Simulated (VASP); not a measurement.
Wanted: the native input for a VASP 6.6.1 run.

```
Task                   : relaxation of cell and atoms
Functional             : PBE
Potentials or basis    : VASP PAW PBE potentials, release 64 (Bi_d, S)
Cutoff                 : 600 eV
k mesh                 : 6 × 6 × 2
Occupations            : gaussian, width 0.1 eV
Spin                   : no spin polarisation
Dipole correction      : no
Further INCAR settings : ALGO = Normal; EDIFF = 1e-06; IBRION = 2; EDIFFG = -0.04; NSW = 90; ISIF = 3
```

The structure of Bi3S lies in POSCAR:

```
Bi3S
1.0
    3.8231699800      0.0000000000      0.0000000000
   -1.9115849900      3.3109623300      0.0000000000
    0.0000000000      0.0000000000     12.2995750400
Bi S
3 1
Direct
    0.6666666700      0.3333333300      0.0000000000
    0.0000000000      0.0000000000      0.7425651000
    0.0000000000      0.0000000000      0.2574349000
    0.6666666700      0.3333333300      0.5000000000
```

The cell was built from a structure type or drawn by symmetry, and may not be a known phase.

The input as run:

INCAR

```
ALGO = Normal ; EDIFF = 1E-6
EDIFFG = -0.04 ; ENCUT = 600
GGA = PE ; IBRION = 2
ISIF = 3 ; ISMEAR = 0
LASPH = T ; LCHARG = F
LREAL = F ; LWAVE = F
NELM = 60 ; NSW = 90
PREC = Accurate ; SIGMA = 0.1
```

KPOINTS

```
k-points
0
Gamma
  6 6 2
```

Potentials or basis: VASP PAW PBE potentials, release 64 (Bi_d, S).

The run is started by

```console
$ cat potpaw_PBE.64/Bi_d/POTCAR potpaw_PBE.64/S/POTCAR > POTCAR
$ mpirun -np 1 vasp_std > vasp.out
```

It gave:

- Relaxed volume: 28.17 Å³/atom
- Relaxed cell: a = 3.580 Å, b = 3.580 Å, c = 10.153 Å, α = 90.00°, β = 90.00°, γ = 120.00°
- Space group after relaxing (to 0.1 Å): P-6m2 (No. 187)
- Energy gained by relaxing: 628.6 meV/atom
- Ionic steps: 16
- Pressure after relaxing: 0.0 GPa
- Band gap on the k mesh: zero (an odd number of electrons rules out a gap without spin polarisation)

Caveat: the volume moved by over 15 % at a fixed basis, so the end points are rough; spin-orbit coupling is left out, which moves the levels of the heavy elements.

Run time: 21 min on 1 thread of Intel Xeon 8259CL, with other jobs on the host, peak memory 0.36 GiB.
